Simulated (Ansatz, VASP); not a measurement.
**Two plane-wave programs on MoS2**

```xyz
3
Lattice="6.3832 0.0000 0.0000 5.5955 3.0716 0.0000 5.5955 1.4348 2.7159" Properties=species:S:1:pos:R:3 pbc="T T T"
Mo    0.0000    0.0000    0.0000
S    13.1807    3.3798    2.0369
S     4.3936    1.1266    0.6790
```

Alike in both runs: task single point; functional PBE; k mesh 5 × 5 × 5; no spin polarisation.

|  | VASP | Ansatz |
| --- | --- | --- |
| version | VASP 6.6.1 | Ansatz 0.2.0 |
| potentials or method | VASP PAW PBE potentials, release 64 (Mo_sv, S) | plane waves, PAW |
| plane-wave cutoff (eV) | 520 | 420 |
| occupations | methfessel-paxton of order 1, width 0.05 eV | cold, width 0.05 eV |
| valence electrons in the cell | 26 | 26 |

|  | VASP | Ansatz | Ansatz less VASP |
| --- | --- | --- | --- |
| gap on the k mesh at the Fermi level (eV) | none | none | - |
| pressure (GPa) | 7.7 | 7.8 | +0.11 |
| traceless stress, the component that is largest in VASP (GPa) | 1.51 | 1.50 | -0.010 |
| rms of the force components (eV/Å) | 0.419 | 0.424 | +0.0054 |

Atom by atom the forces differ by 0.005 eV/Å (rms over components). A gap of «none» marks a metal or a gap that the smearing closes.

The k mesh is coarse, so the values compare programs but aren't converged.
